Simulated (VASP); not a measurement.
# NaTa3O3 (Cm) in VASP: a series of runs, part 2 of 2

VASP 6.6.1. Earlier steps stand in the parts before.

## (3) Single point, PBE

The input, INCAR:

```
SYSTEM = NaTa3O3
ALGO     = Normal         ! electronic algorithm
EDIFF    = 1E-7           ! SCF threshold, eV
ENCUT    = 520            ! plane-wave cutoff, eV
GGA      = PE             ! functional
ISIF     = 2              ! what is computed and relaxed
ISMEAR   = 0              ! smearing method
LASPH    = .True.         ! aspherical terms in the spheres
LCHARG   = .True.         ! write CHGCAR
LELF     = .True.         ! ELF
LREAL    = .False.        ! projectors in reciprocal space
LVHAR    = .True.       
LWAVE    = .False.        ! write WAVECAR
NBANDS   = 38             ! bands
NELM     = 60             ! most SCF steps
PREC     = Accurate       ! precision mode
SIGMA    = 0.1            ! smearing width, eV
```

The input, KPOINTS:

```
k-points
0
Gamma
  12 12 4
  0 0 0
```

The input, POSCAR:

```
NaTa3O3
1.0
    2.5395460754     -1.4857788937     -0.0006518427
    2.5395460754      1.4857788937     -0.0006518427
   -0.7601246442      0.0000000000     11.9331877294
Na Ta O
1 3 3
Direct
    0.9706918261      0.9706918261      0.9929745105
    0.5606710590      0.5606710590      0.4489795611
    0.9303340644      0.9303340644      0.7380280365
    0.0172283202      0.0172283202      0.2443953582
    0.5786512819      0.5786512819      0.6297069867
    0.6133343655      0.6133343655      0.8493381687
    0.3274760268      0.3274760268      0.1305773783
```

Potentials or basis: VASP PAW PBE potentials, release 64 (Na_pv, Ta_pv, O).

Started as:

```bash
cat potpaw_PBE.64/Na_pv/POTCAR potpaw_PBE.64/Ta_pv/POTCAR potpaw_PBE.64/O/POTCAR > POTCAR
mpirun -np 1 vasp_std > vasp.out
```

OUTCAR:

```text
SYSTEM = NaTa3O3
   EDIFF = 1E-7
   ENCUT = 520
   GGA = PE
   ISIF = 2
   ISMEAR = 0
   LASPH = .True.
   LREAL = .False.
   NELM = 60
   PREC = Accurate

 ion  position               nearest neighbor table
   1  0.971  0.971  0.993-   7 2.37   7 2.37   7 2.37   4 3.00   3 3.04
   2  0.561  0.561  0.449-   5 2.16   4 2.86   4 2.86   4 3.48   4 3.57
   3  0.930  0.930  0.738-   5 2.14   5 2.14   5 2.14   6 2.15   6 2.16   6 2.16   1 3.04
   4  0.017  0.017  0.244-   7 2.15   7 2.20   7 2.20   2 2.86   2 2.86   1 3.00   2 3.48   2 3.57

   5  0.579  0.579  0.630-   3 2.14   3 2.14   3 2.14   2 2.16
   6  0.613  0.613  0.849-   3 2.15   3 2.16   3 2.16
   7  0.327  0.327  0.131-   4 2.15   4 2.20   4 2.20   1 2.37   1 2.37   1 2.37

  LATTYP: Found a base centered monoclinic cell.
 ALAT       =     5.0790923181
 B/A-ratio  =     0.5850568569
 C/A-ratio  =     2.3542341475
 COS(beta)  =    -0.0638256931

  Lattice vectors:

 A1 = (   2.5395460754,  -1.4857788937,  -0.0006518427)
 A2 = (   2.5395460754,   1.4857788937,  -0.0006518427)
 A3 = (  -0.7601246442,   0.0000000000,  11.9331877294)

Analysis of symmetry for initial positions (statically):
=====================================================================
 Subroutine PRICEL returns:
 Original cell was already a primitive cell.

 Routine SETGRP: Setting up the symmetry group for a
 base centered monoclinic supercell.

 Subroutine GETGRP returns: Found  2 space group operations
 (whereof  2 operations were pure point group operations)
 out of a pool of  4 trial point group operations.

The static configuration has the point symmetry C_1h.

Analysis of symmetry for dynamics (positions and initial velocities):
=====================================================================
 Subroutine PRICEL returns:
 Original cell was already a primitive cell.

 Routine SETGRP: Setting up the symmetry group for a
 base centered monoclinic supercell.

[... 137 lines left out ...]
  Thomas-Fermi vector in A             =   2.535407
   LORBIT       =      0    0 simple, 1 ext, 2 COOP (PROOUT), +10 PAW based schemes
   GGA     = PE    functional components
   LHFCALC =     F    Hartree Fock is set to
   AEXX    =    0.0000 exact exchange contribution
   IVDW    =     0    specifies the selected vdW correction
   LEPSILON=     F    determine dielectric tensor
   LRPA    =     F    only Hartree local field effects (RPA)
 non-spin polarized calculation
 Gauss-broadening in eV      SIGMA  =   0.10
  energy-cutoff  :      520.00
  volume of cell :       90.05
 maximum number of plane-waves:      2472
 NGX is ok and might be reduce to    24
   NGX = 11   NGY = 11   NGZ = 45

 number of electron      57.9999996 magnetization

 Free energy of the ion-electron system (eV)
  ---------------------------------------------------
  ext. energy  EPLUGINS =         0.00000000
  ---------------------------------------------------
  free energy    TOTEN  =       -63.52906851 eV

  energy without entropy =      -63.52015217  energy(sigma->0) =      -63.52461034

 E-fermi :   5.9895     XC(G=0): -11.7828

 val. band max:        5.9893282613   @ k =  -0.2500   0.5000   0.2500
 cond. band min:       5.9933228389   @ k =   0.5000   0.2500  -0.0000
 fundamental gap:      0.0039945775
 Fermi energy:         5.9895303404

 k-point     1 :       0.0000    0.0000    0.0000
  band No.  band energies     occupation
      1     -29.9197      2.00000
      2     -29.2219      2.00000
      3     -29.1886      2.00000
      4     -28.9748      2.00000
      5     -28.4010      2.00000
      6     -28.1846      2.00000
[... 973 lines left out ...]
     37      10.7124      0.00000
     38      10.9710      0.00000

 [... further k-points ...]

------------------------ aborting loop because EDIFF is reached ----------------------------------------

  FORCE on cell =-STRESS in cart. coord.  units (eV):
  Direction    XX          YY          ZZ          XY          YZ          ZX
  --------------------------------------------------------------------------------------
  -------------------------------------------------------------------------------------
  Total        0.2082041      0.1881330      0.2456599      0.0000000      0.0000000     -0.0195168
  in kB        3.7043339      3.3472321      4.3707419      0.0000000      0.0000000     -0.3472392
  external PRESSURE =       3.8074360 kB  Pullay stress =       0.0000000 kB

 VOLUME and BASIS-vectors are now :
 -----------------------------------------------------------------------------
  energy-cutoff  :      520.00
  volume of cell :       90.05
      direct lattice vectors                 reciprocal lattice vectors
     2.539546075 -1.485778894 -0.000651843     0.196888798 -0.336523827  0.012541496
     2.539546075  1.485778894 -0.000651843     0.196888798  0.336523827  0.012541496
    -0.760124644  0.000000000 11.933187729     0.000021510  0.000000000  0.083801275

 POSITION                                       TOTAL-FORCE (eV/Angst)
 -----------------------------------------------------------------------------------
      4.17545      0.00000     11.84809         0.000258      0.000000     -0.005557
      2.50642      0.00000      5.35703         0.001902      0.000000     -0.020359
      4.16426      0.00000      8.80581         0.011739      0.000000      0.002532
     -0.09827      0.00000      2.91639        -0.002242      0.000000      0.054494
      2.46037      0.00000      7.51366        -0.007717      0.000000     -0.041182
      2.46958      0.00000     10.13451        -0.002941      0.000000      0.053122
      1.56403      0.00000      1.55778        -0.000997      0.000000     -0.043048
 -----------------------------------------------------------------------------------
    total drift:                                0.000561     -0.000000     -0.000331

  FREE ENERGIE OF THE ION-ELECTRON SYSTEM (eV)
  ---------------------------------------------------
  free  energy   TOTEN  =       -63.5290685051 eV

  energy  without entropy=      -63.5201521691  energy(sigma->0) =      -63.52461034
```

OSZICAR:

```text
N       E                     dE             d eps       ncg     rms          rms(c)
DAV:   1     0.624826616027E+03    0.62483E+03   -0.30837E+04 12464   0.171E+03
DAV:   2    -0.131509622729E+02   -0.63798E+03   -0.61618E+03 12990   0.489E+02
DAV:   3    -0.685602532234E+02   -0.55409E+02   -0.53950E+02 14986   0.137E+02
DAV:   4    -0.704823254219E+02   -0.19221E+01   -0.18977E+01 16106   0.246E+01
DAV:   5    -0.705197825941E+02   -0.37457E-01   -0.37360E-01 15536   0.338E+00    0.330E+01
DAV:   6    -0.639132365451E+02    0.66065E+01   -0.33189E+01 15866   0.348E+01    0.153E+01
DAV:   7    -0.636454051334E+02    0.26783E+00   -0.49477E+00 15704   0.124E+01    0.781E+00
DAV:   8    -0.636841273457E+02   -0.38722E-01   -0.27969E+00 15810   0.718E+00    0.202E+00
DAV:   9    -0.635340965808E+02    0.15003E+00   -0.12577E+00 15828   0.394E+00    0.699E-01
DAV:  10    -0.635287963103E+02    0.53003E-02   -0.76976E-02 15824   0.146E+00    0.399E-01
DAV:  11    -0.635289613167E+02   -0.16501E-03   -0.69826E-03 15348   0.501E-01    0.185E-01
DAV:  12    -0.635290413902E+02   -0.80074E-04   -0.17242E-03 16328   0.270E-01    0.514E-02
DAV:  13    -0.635290629500E+02   -0.21560E-04   -0.21363E-04 14936   0.903E-02    0.232E-02
DAV:  14    -0.635290668599E+02   -0.39098E-05   -0.42114E-05 15968   0.360E-02    0.919E-03
DAV:  15    -0.635290681498E+02   -0.12900E-05   -0.50599E-06 16574   0.167E-02    0.297E-03
DAV:  16    -0.635290685438E+02   -0.39399E-06   -0.17316E-06 14302   0.725E-03    0.210E-03
DAV:  17    -0.635290685051E+02    0.38685E-07   -0.50173E-07 13178   0.379E-03
   1 F= -.63529069E+02 E0= -.63524610E+02  d E =-.891634E-02
```

It took 4.9 min on 1 thread of Intel Xeon 6975P-C (Granite Rapids), shared host; peak memory 0.56 GiB.

What came out:

| Quantity | Value |
| --- | --- |
| Free energy | -63.5291 eV |
| Pressure | 0.4 GPa |
| Largest force | 0.055 eV/Å |
| Band gap on the k mesh | zero (bands 29 and 30 overlap by 1.34 eV) |

Forces on the atoms (eV/Å):
```
Na   0.000  0.000 -0.006
Ta   0.002  0.000 -0.020
Ta   0.012  0.000  0.003
Ta  -0.002  0.000  0.054
O   -0.008  0.000 -0.041
O   -0.003  0.000  0.053
O   -0.001  0.000 -0.043
```

Levels at points of the mesh, in eV from the Fermi level:
| k point | band 25 | band 26 | band 27 | band 28 | band 29 | band 30 | band 31 | band 32 | band 33 | band 34 |
| --- | --- | --- | --- | --- | --- | --- | --- | --- | --- | --- |
| (0.00, 0.00, 0.00) | -4.36 | -2.70 | -0.58 | -0.45 | 0.39 | 1.00 | 1.23 | 1.31 | 1.57 | 1.67 |
| (0.50, 0.00, 0.00) | -3.58 | -2.27 | -1.92 | -1.45 | -0.95 | 1.49 | 2.72 | 3.27 | 3.53 | 3.89 |
| (0.50, 0.50, 0.00) | -3.67 | -2.85 | -1.80 | -1.51 | 0.92 | 1.39 | 1.43 | 3.33 | 3.55 | 4.62 |
| (0.00, 0.00, 0.50) | -4.36 | -2.56 | -0.93 | -0.24 | 0.39 | 1.05 | 1.22 | 1.31 | 1.59 | 1.65 |
| (0.50, 0.00, 0.50) | -3.58 | -2.32 | -1.88 | -1.48 | -0.93 | 1.49 | 2.72 | 3.27 | 3.54 | 3.89 |
| (0.50, 0.50, 0.50) | -3.67 | -2.86 | -1.83 | -1.49 | 0.93 | 1.39 | 1.43 | 3.30 | 3.55 | 4.61 |

Caveat: spin-orbit coupling is left out, which moves the levels of the heavy elements.
